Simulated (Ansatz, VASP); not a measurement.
Two plane-wave programs on TaN

```
Ta N
1.0
     0.00000    2.17900    2.17900
     2.17900    0.00000    2.17900
     2.17900    2.17900    0.00000
Ta N
1 1
Direct
  0.50000 0.50000 0.50000
  0.00000 0.00000 0.00000
```

Alike in both runs: task single point; functional PBEsol; k mesh 18 × 18 × 18; occupations gaussian, width 0.15 eV; no spin polarisation.

|  | VASP | Ansatz |
| --- | --- | --- |
| version | VASP 6.6.1 | Ansatz 0.2.0 |
| potentials or method | VASP PAW PBE potentials, release 64 (Ta_pv, N), cutoff 520 eV | scalar-relativistic, plane waves, PAW |
| valence electrons in the cell | 16 | 18 |

```tsv
	VASP	Ansatz	Ansatz less VASP
gap on the k mesh at the Fermi level (eV)	none	none	-
pressure (GPa)	5.5	4.4	-1.07
```

VASP's potentials were made for PBE, not for PBEsol. A gap of «none» marks a metal or a gap that the smearing closes. The functional is the same, so the differences come from potentials, cutoffs and numerics. VASP's potentials hold 16 valence electrons a cell and Ansatz's 18, so a difference there can come from the potentials and not from the codes.

Neither program's run includes spin-orbit coupling.
